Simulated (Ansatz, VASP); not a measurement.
# Two plane-wave programs on Zn

```xyz
1
Lattice="-1.5690 1.5690 1.5690 1.5690 -1.5690 1.5690 1.5690 1.5690 -1.5690" Properties=species:S:1:pos:R:3 pbc="T T T"
Zn    0.0000    0.0000    0.0000
```

Alike in both runs: task relaxation of cell and atoms; functional PBE; k mesh 16 × 16 × 16; occupations gaussian, width 0.1 eV; no spin polarisation.

```csv
,VASP,Ansatz
version,VASP 6.6.1,Ansatz 0.2.0
potentials or method,"VASP PAW PBE potentials, release 64 (Zn), cutoff 500 eV","scalar-relativistic, plane waves, PAW"
valence electrons in the cell,12,12
```

|  | VASP | Ansatz | Ansatz less VASP |
| --- | --- | --- | --- |
| gap on the k mesh at the Fermi level, each at its own relaxed structure (eV) | none | none | - |
| relaxed volume (Å³/atom) | 15.45 | 15.45 | 0.000 |
| relaxed cell length with the largest relative difference (Å) | 2.718 | 2.718 | 0.0000 |

A gap of «none» marks a metal or a gap that the smearing closes.

Noted on VASP's run: the relaxation stopped at its first step, so nothing moved.
